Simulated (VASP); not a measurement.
# HgTe (P1) in VASP: further runs

Runs on HgTe. Level: r2SCAN. Tasks: single point.

Program: VASP 6.6.1. These are calculated values, not measurements. Logs are shortened: lines on timing, memory, paths and dates and some standing lists are left out, and cuts for length are marked.

### Step 1. The cell of the first run

The typed cell holds 16 atoms: a = 9.301 Å, b = 9.301 Å, c = 9.301 Å, α = 60.00°, β = 60.00°, γ = 60.00°.

### Step 2. Single point, r2SCAN

Contents of POSCAR:

```
HgTe
1.0
    0.0000000000      6.5770200000      6.5770200000
    6.5770200000      0.0000000000      6.5770200000
    6.5770200000      6.5770200000      0.0000000000
Hg Te
8 8
Direct
    0.0044582501      0.0010690252      0.0000047134
   -0.0028058300      0.0001597988      0.4948494911
    0.0014892003      0.4965533783      0.0024861563
    0.0065912070      0.5046701242      0.5024802266
    0.5000477420      0.0026171427     -0.0036793259
    0.4955449428     -0.0015659067      0.5046019322
    0.4981437642      0.4986003540     -0.0000096548
    0.5024516422      0.4979477788      0.5037999732
    0.1246606366      0.1236034709      0.1301716431
    0.1200802187      0.1305230940      0.6201445335
    0.1167037655      0.6366030512      0.1244329499
    0.1253175450      0.6220916160      0.6269491350
    0.6298483964      0.1239019343      0.1212194124
    0.6229610827      0.1191044728      0.6294910917
    0.6242494321      0.6243304719      0.1215442556
    0.6350159343      0.6216808676      0.6284333178
```

Contents of INCAR.step1:

```
SYSTEM = HgTe
PREC = Accurate ; ENCUT = 520
ISMEAR = -1 ; SIGMA = 0.052
LREAL = Auto ; LASPH = .True.
NELM = 80 ; NBANDS = 86
GGA = PE ; ALGO = Normal
EDIFF = 1E-4 ; LWAVE = .True.
LCHARG = .False.
```

Contents of INCAR.step2:

```
SYSTEM = HgTe
PREC = Accurate ; ENCUT = 520
EDIFF = 1E-6 ; ISMEAR = -1
SIGMA = 0.052 ; LREAL = Auto
LASPH = .True. ; NELM = 80
ALGO = Normal ; ISIF = 2
LWAVE = .False. ; LCHARG = .False.
METAGGA = R2SCAN ; LMIXTAU = .True.
NBANDS = 86 ; ISTART = 1
```

Contents of KPOINTS:

```
Automatic mesh
0
Gamma
  2 2 2
  0 0 0
```

Potentials or basis: VASP PAW PBE potentials, release 64 (Hg, Te).

On the command line:

```
cat potpaw_PBE.64/Hg/POTCAR potpaw_PBE.64/Te/POTCAR > POTCAR
cp INCAR.step1 INCAR
mpirun -np 1 vasp_std > vasp.out
cp INCAR.step2 INCAR
mpirun -np 1 vasp_std > vasp.out
```

OUTCAR:

```text
SYSTEM = HgTe
   PREC = Accurate
   ENCUT = 520
   EDIFF = 1E-6
   ISMEAR = -1
   LREAL = Auto
   LASPH = .True.
   NELM = 80
   ISIF = 2
   METAGGA = R2SCAN
   ISTART = 1

 ion  position               nearest neighbor table
   1  0.004  0.001  0.000-  11 2.77   9 2.83  13 2.85  10 2.89
   2  0.997  0.000  0.495-   9 2.77  14 2.84  12 2.87  10 2.88
   3  0.001  0.497  0.002-   9 2.83  12 2.85  15 2.87  11 2.87
   4  0.007  0.505  0.502-  12 2.74  16 2.82  10 2.85  11 2.87
   5  0.500  0.003  0.996-  14 2.79   9 2.85  13 2.86  15 2.87
   6  0.496  0.998  0.505-  14 2.83  10 2.85  16 2.86  13 2.91
[... 8 lines left out ...]
  15  0.624  0.624  0.122-   7 2.84   3 2.87   5 2.87   8 2.90
  16  0.635  0.622  0.628-   4 2.82   7 2.82   6 2.86   8 2.89

  LATTYP: Found a face centered cubic cell.
 ALAT       =    13.1540400000

  Lattice vectors:

 A1 = (   0.0000000000,   6.5770200000,   6.5770200000)
 A2 = (   6.5770200000,   0.0000000000,   6.5770200000)
 A3 = (   6.5770200000,   6.5770200000,   0.0000000000)

Analysis of symmetry for initial positions (statically):
=====================================================================
 Subroutine PRICEL returns:
 Original cell was already a primitive cell.

 Routine SETGRP: Setting up the symmetry group for a
 face centered cubic supercell.

 Subroutine GETGRP returns: Found  1 space group operations
 (whereof  1 operations were pure point group operations)
 out of a pool of 48 trial point group operations.

The static configuration has the point symmetry C_1 .

Analysis of symmetry for dynamics (positions and initial velocities):
=====================================================================
 Subroutine PRICEL returns:
 Original cell was already a primitive cell.

 Routine SETGRP: Setting up the symmetry group for a
 face centered cubic supercell.

 Subroutine GETGRP returns: Found  1 space group operations
 (whereof  1 operations were pure point group operations)
 out of a pool of 48 trial point group operations.

The dynamic configuration has the point symmetry C_1 .

 Subroutine INISYM returns: Found  1 space group operations
 (whereof  1 operations are pure point group operations),
 and found     1 'primitive' translations

----------------------------------------------------------------------------------------

                                     Primitive cell

  volume of cell :     569.0068

  direct lattice vectors                    reciprocal lattice vectors
     0.000000000  6.577020000  6.577020000    -0.076022271  0.076022271  0.076022271
     6.577020000  0.000000000  6.577020000     0.076022271 -0.076022271  0.076022271
     6.577020000  6.577020000  0.000000000     0.076022271  0.076022271 -0.076022271

  length of vectors
     9.301310884  9.301310884  9.301310884     0.131674437  0.131674437  0.131674437

  position of ions in fractional coordinates (direct lattice)
     0.004458250  0.001069025  0.000004713
     0.997194170  0.000159799  0.494849491
     0.001489200  0.496553378  0.002486156
     0.006591207  0.504670124  0.502480227
     0.500047742  0.002617143  0.996320674
     0.495544943  0.998434093  0.504601932
[... 8 lines left out ...]
     0.624249432  0.624330472  0.121544256
     0.635015934  0.621680868  0.628433318

  ion indices of the primitive-cell ions
   primitive index   ion index
                 1           1
                 2           2
                 3           3
                 4           4
                 5           5
                 6           6
[... 8 lines left out ...]
                15          15
                16          16

----------------------------------------------------------------------------------------

 KPOINTS: Automatic mesh

Automatic generation of k-mesh.
 Grid dimensions read from file:
 generate k-points for:    2    2    2

 Generating k-lattice:

  Cartesian coordinates                     Fractional coordinates (reciprocal lattice)
    -0.038011136  0.038011136  0.038011136     0.500000000  0.000000000  0.000000000
     0.038011136 -0.038011136  0.038011136     0.000000000  0.500000000  0.000000000
     0.038011136  0.038011136 -0.038011136     0.000000000  0.000000000  0.500000000

  Length of vectors
     0.065837218  0.065837218  0.065837218

  Shift w.r.t. Gamma in fractional coordinates (k-lattice)
     0.000000000  0.000000000  0.000000000

 Subroutine IBZKPT returns following result:
 ===========================================

 Found      8 irreducible k-points:

 Following reciprocal coordinates:
            Coordinates               Weight
  0.000000  0.000000  0.000000      1.000000
  0.500000  0.000000  0.000000      1.000000
  0.000000  0.500000  0.000000      1.000000
  0.000000  0.000000  0.500000      1.000000
  0.500000  0.500000  0.500000      1.000000
  0.500000  0.500000  0.000000      1.000000
  0.000000  0.500000  0.500000      1.000000
  0.500000  0.000000  0.500000      1.000000
   k-points           NKPTS =      8   k-points in BZ     NKDIM =      8   number of bands    NBANDS=     86
   number of dos      NEDOS =    301   number of ions     NIONS =     16
   total plane-waves  NPLWV = 343000
   dimension x,y,z NGX =    70 NGY =   70 NGZ =   70
   dimension x,y,z NGXF=   140 NGYF=  140 NGZF=  140
   ions per type =               8   8
   NGX,Y,Z   is equivalent  to a cutoff of  12.51, 12.51, 12.51 a.u.
   NGXF,Y,Z  is equivalent  to a cutoff of  25.02, 25.02, 25.02 a.u.
 SYSTEM =  HgTe
   PREC   = accura    normal or accurate (medium, high low for compatibility)
   ISTART =      1    job   : 0-new  1-cont  2-samecut
   ICHARG =      0    charge: 1-file 2-atom 10-const
   ISPIN  =      1    spin polarized calculation?
   LNONCOLLINEAR =      F non collinear calculations
   LSORBIT =      F    spin-orbit coupling
   LASPH  =      T    aspherical Exc in radial PAW
   ENCUT  =  520.0 eV  38.22 Ry    6.18 a.u.  17.29 17.29 17.29*2*pi/ulx,y,z
   NELM   =     80;   NELMIN=  2; NELMDL=  0     # of ELM steps
   EDIFF  = 0.1E-05   stopping-criterion for ELM
   LREAL  =      T    real-space projection
   EDIFFG = 0.1E-04   stopping-criterion for IOM
   NSW    =      0    number of steps for IOM
   IBRION =     -1    ionic relax: 0-MD 1-quasi-New 2-CG
   NFREE  =      0    steps in history (QN), initial steepest desc. (CG)
   ISIF   =      2    stress and relaxation
   ISYM   =      2    0-nonsym 1-usesym 2-fastsym
   POTIM  = 0.5000    time-step for ionic-motion
   TEBEG  =    0.0;   TEEND  =   0.0 temperature during run
   PSTRESS=    0.0 pullay stress
   NELECT =     144.0000    total number of electrons
   NUPDOWN=      -1.0000    fix difference up-down
   EMIN   =  10.00;   EMAX   =-10.00  energy-range for DOS
   EFERMI =   0.00;   METHOD = LEGACY
   ISMEAR =    -1;   SIGMA  =   0.05  broadening in eV -4-tet -1-fermi 0-gaus
   EFERMI_NEDOS =   21; number of points for ismear=-14 and -15
   IALGO  =     38    algorithm
   IMIX   =      4    mixing-type and parameters
     AMIX     =   0.40;   BMIX     =  1.00
     AMIX_MAG =   1.60;   BMIX_MAG =  1.00
  volume/ion in A,a.u.               =      35.56       239.99
  Fermi-wavevector in a.u.,A,eV,Ry     =   1.035515  1.956840 14.589416  1.072292
  Thomas-Fermi vector in A             =   2.169862
   LORBIT       =      0    0 simple, 1 ext, 2 COOP (PROOUT), +10 PAW based schemes
   METAGGA = R2SCAN    functional components
   LHFCALC =     F    Hartree Fock is set to
   AEXX    =    0.0000 exact exchange contribution
   IVDW    =     0    specifies the selected vdW correction
   LEPSILON=     F    determine dielectric tensor
   LRPA    =     F    only Hartree local field effects (RPA)
 non-spin polarized calculation
  energy-cutoff  :      520.00
  volume of cell :      569.01
 maximum number of plane-waves:     15364
 NGX is ok and might be reduce to    70
   NGX = 35   NGY = 35   NGZ = 35

 number of electron     144.0000002 magnetization

 Free energy of the ion-electron system (eV)
  ---------------------------------------------------
  ext. energy  EPLUGINS =         0.00000000
  ---------------------------------------------------
  free energy    TOTEN  =      -600.57265232 eV

  energy without entropy =     -600.54775296  energy(sigma->0) =     -600.56020264

 E-fermi :   2.3817     XC(G=0):  -9.0583

 val. band max:        2.3479146327   @ k =   0.0000   0.0000   0.0000
 cond. band min:       3.2281910012   @ k =   0.0000   0.0000   0.0000
 fundamental gap:      0.8802763685
 Fermi energy:         2.3817481080

 k-point     1 :       0.0000    0.0000    0.0000
  band No.  band energies     occupation
      1      -9.7031      2.00000
      2      -9.2393      2.00000
      3      -9.1918      2.00000
      4      -9.1667      2.00000
      5      -9.0434      2.00000
      6      -8.9823      2.00000
[... 76 lines left out ...]
     83       5.2517      0.00000
     84       6.9916      0.00000

 k-point     2 :       0.5000    0.0000    0.0000
  band No.  band energies     occupation
      1      -9.5052      2.00000
      2      -9.3915      2.00000
      3      -9.1934      2.00000
      4      -9.0879      2.00000
      5      -9.0812      2.00000
      6      -8.9977      2.00000
[... 511 lines left out ...]
     83       7.2136      0.00000
     84       7.2532      0.00000

 k-point     8 :       0.5000    0.0000    0.5000
  band No.  band energies     occupation
      1      -9.4258      2.00000
      2      -9.3403      2.00000
      3      -9.2118      2.00000
      4      -9.1780      2.00000
      5      -9.1256      2.00000
      6      -9.0468      2.00000
[... 76 lines left out ...]
     83       7.2039      0.00000
     84       7.2589      0.00000
 [bands above 84 left out]

------------------------ aborting loop because EDIFF is reached ----------------------------------------

  FORCE on cell =-STRESS in cart. coord.  units (eV):
  Direction    XX          YY          ZZ          XY          YZ          ZX
  --------------------------------------------------------------------------------------
  -------------------------------------------------------------------------------------
  Total        1.6666270      1.6073408      1.7512865      0.3266687     -0.0178585      0.2867704
  in kB        4.6927942      4.5258595      4.9311736      0.9198153     -0.0502851      0.8074719
  external PRESSURE =       4.7166091 kB  Pullay stress =       0.0000000 kB

 VOLUME and BASIS-vectors are now :
 -----------------------------------------------------------------------------
  energy-cutoff  :      520.00
  volume of cell :      569.01
      direct lattice vectors                 reciprocal lattice vectors
     0.000000000  6.577020000  6.577020000    -0.076022271  0.076022271  0.076022271
     6.577020000  0.000000000  6.577020000     0.076022271 -0.076022271  0.076022271
     6.577020000  6.577020000  0.000000000     0.076022271  0.076022271 -0.076022271

 POSITION                                       TOTAL-FORCE (eV/Angst)
 -----------------------------------------------------------------------------------
      0.00706      0.02935      0.03635         0.028404     -0.257962      0.186701
      3.25569      9.81320      6.55962         0.168999      0.220406     -0.144696
      3.28219      0.02615      3.27564         0.144998     -0.060229     -0.004400
      6.62405      3.34817      3.36258        -0.310220     -0.179892     -0.114736
      6.57003      9.84165      3.30604         0.065389      0.239610     -0.095361
      9.88550      6.57799      9.82593        -0.125211     -0.147692     -0.029057
[... 8 lines left out ...]
      4.90563      4.90510      8.21194         0.219850      0.205457     -0.040295
      8.22203      8.30973      8.26532        -0.049019     -0.439226     -0.190163
 -----------------------------------------------------------------------------------
    total drift:                                0.009136      0.004425     -0.008024

  FREE ENERGIE OF THE ION-ELECTRON SYSTEM (eV)
  ---------------------------------------------------
  free  energy   TOTEN  =      -600.5726523184 eV

  energy  without entropy=     -600.5477529577  energy(sigma->0) =     -600.56020264
```

Wall time 50 min (1 thread of Intel Xeon Platinum 8259CL at 2.50GHz (Skylake/Cascade Lake), shared host); peak memory 0.9 GiB.

Results:

```yaml
Free_energy: -600.5727 eV
Pressure: 0.5 GPa
Largest_force: 0.544 eV/Å
Band_gap_on_the_k_mesh: zero (filled and empty bands touch)
```

Forces on the atoms (eV/Å):
```
Hg   0.028 -0.258  0.187
Hg   0.169  0.220 -0.145
Hg   0.145 -0.060 -0.004
Hg  -0.310 -0.180 -0.115
Hg   0.065  0.240 -0.095
Hg  -0.125 -0.148 -0.029
Hg   0.085 -0.028 -0.148
Hg  -0.053  0.007  0.151
Te  -0.170 -0.155  0.212
Te  -0.057  0.170 -0.045
Te  -0.400  0.329 -0.164
Te   0.245  0.292  0.366
Te   0.207  0.000 -0.195
Te   0.000 -0.196  0.255
Te   0.220  0.205 -0.040
Te  -0.049 -0.439 -0.190
```

Levels at points of the mesh, in eV from the Fermi level:
| k point | band 70 | band 71 | band 72 | band 73 | band 74 | band 75 |
| --- | --- | --- | --- | --- | --- | --- |
| (0.00, 0.00, 0.00) | -0.59 | -0.04 | -0.03 | -0.03 | 0.85 | 0.88 |
| (0.50, 0.00, 0.00) | -0.55 | -0.51 | -0.50 | 0.94 | 1.11 | 2.21 |
| (0.00, 0.50, 0.00) | -0.54 | -0.54 | -0.50 | 1.01 | 1.06 | 2.20 |
| (0.00, 0.00, 0.50) | -0.55 | -0.51 | -0.50 | 1.02 | 1.04 | 2.18 |
| (0.50, 0.50, 0.50) | -0.58 | -0.50 | -0.49 | 1.01 | 1.07 | 2.23 |
| (0.50, 0.50, 0.00) | -0.96 | -0.96 | -0.92 | 2.03 | 2.05 | 2.19 |
| (0.00, 0.50, 0.50) | -0.98 | -0.95 | -0.92 | 2.03 | 2.05 | 2.17 |
| (0.50, 0.00, 0.50) | -0.99 | -0.93 | -0.91 | 2.02 | 2.05 | 2.20 |

Caveat: the k points lie up to 0.41 Å⁻¹ apart; the atoms stand as in a frame of molecular dynamics; semilocal functionals underestimate gaps, so a narrow gap can read as zero; the PAW data sets were made with another functional, which shifts forces and pressure a little; spin-orbit coupling is left out, which moves the levels of the heavy elements.

### Step 3. Single point, r2SCAN

Contents of POSCAR:

```
HgTe
1.0
    0.0000000000      6.5780760000      6.5780760000
    6.5780760000      0.0000000000      6.5780760000
    6.5780760000      6.5780760000      0.0000000000
Hg Te
8 8
Direct
    0.0014002575     -0.0002021868      0.0001363621
   -0.0010136703      0.0001834883      0.4984465062
    0.0008050226      0.4986930069      0.0002569900
    0.0017105306      0.5012914110      0.5006397007
    0.4997111617      0.0012575106     -0.0010545637
    0.4982729753     -0.0002820734      0.5010626968
    0.4991767350      0.4995321580      0.0000794305
    0.5010656611      0.4995439396      0.5007254401
    0.1257387418      0.1243957960      0.1262664037
    0.1234938605      0.1266003920      0.6240390047
    0.1222155992      0.6278810856      0.1248517804
    0.1247408817      0.6241241360      0.6253661405
    0.6265893705      0.1251994504      0.1231015726
    0.6238439629      0.1232939540      0.6266048006
    0.6243400046      0.6244683096      0.1241667016
    0.6274948024      0.6246629714      0.6259961879
```

Contents of INCAR.step1:

```
PREC = Accurate
ENCUT = 520
ISMEAR = -1
SIGMA = 0.052
LREAL = Auto
LASPH = T
NELM = 60
NBANDS = 86
GGA = PE
ALGO = Normal
EDIFF = 1E-4
LWAVE = T
LCHARG = F
```

Contents of INCAR.step2:

```
PREC = Accurate
ENCUT = 520
EDIFF = 1E-7
ISMEAR = -1
SIGMA = 0.052
LREAL = Auto
LASPH = T
NELM = 60
ALGO = Normal
ISIF = 2
LWAVE = F
LCHARG = F
METAGGA = R2SCAN
LMIXTAU = T
NBANDS = 86
ISTART = 1
```

Contents of KPOINTS:

```
regular mesh
0
Gamma
  2 2 2
```

Potentials or basis: VASP PAW PBE potentials, release 64 (Hg, Te).

On the command line:

```
cat potpaw_PBE.64/Hg/POTCAR potpaw_PBE.64/Te/POTCAR > POTCAR
cp INCAR.step1 INCAR
mpirun -np 1 vasp_std > vasp.out
cp INCAR.step2 INCAR
mpirun -np 1 vasp_std > vasp.out
```

Run time: 72 min. Hardware: 1 thread of Intel Xeon 8259CL, shared host; peak memory 0.92 GiB.

The run converged. Its results:

* Free energy: -600.6715 eV
* Pressure: 0.4 GPa
* Largest force: 0.149 eV/Å
* Band gap on the k mesh: zero (filled and empty bands touch)

Forces on the atoms (eV/Å):
```
Hg   0.012 -0.057  0.052
Hg   0.052  0.062 -0.037
Hg   0.048 -0.036 -0.018
Hg  -0.072 -0.043 -0.027
Hg  -0.010  0.089 -0.028
Hg  -0.039 -0.050  0.014
Hg   0.032 -0.019 -0.039
Hg  -0.006  0.002  0.036
Te  -0.028 -0.062  0.010
Te  -0.030  0.025 -0.022
Te  -0.100  0.094 -0.020
Te   0.059  0.080  0.111
Te   0.067  0.033 -0.077
Te  -0.011 -0.054  0.090
Te   0.066  0.061  0.022
Te  -0.039 -0.125 -0.065
```

Levels at points of the mesh, in eV from the Fermi level:
```csv
k point,band 68,band 69,band 70,band 71,band 72,band 73,band 74,band 75,band 76,band 77
"(0.00, 0.00, 0.00)",-0.94,-0.94,-0.60,-0.04,-0.04,-0.03,0.88,0.89,0.90,0.92
"(0.50, 0.00, 0.00)",-1.59,-0.55,-0.54,-0.53,-0.53,1.01,1.05,2.29,2.31,2.33
"(0.00, 0.50, 0.00)",-1.60,-0.55,-0.54,-0.54,-0.53,1.03,1.04,2.29,2.32,2.33
"(0.00, 0.00, 0.50)",-1.60,-0.55,-0.54,-0.53,-0.53,1.03,1.04,2.29,2.32,2.33
"(0.50, 0.50, 0.50)",-1.59,-0.55,-0.55,-0.53,-0.52,1.03,1.04,2.30,2.30,2.33
"(0.50, 0.50, 0.00)",-1.25,-0.99,-0.97,-0.97,-0.96,2.06,2.06,2.23,2.25,2.26
"(0.00, 0.50, 0.50)",-1.25,-0.99,-0.98,-0.97,-0.96,2.06,2.06,2.23,2.25,2.26
"(0.50, 0.00, 0.50)",-1.24,-0.99,-0.98,-0.97,-0.96,2.05,2.06,2.24,2.25,2.27
```

Caveat: the k points lie up to 0.41 Å⁻¹ apart; the atoms stand as in a frame of molecular dynamics; semilocal functionals underestimate gaps, so a narrow gap can read as zero; the PAW data sets were made with another functional, which shifts forces and pressure a little; spin-orbit coupling is left out, which moves the levels of the heavy elements.
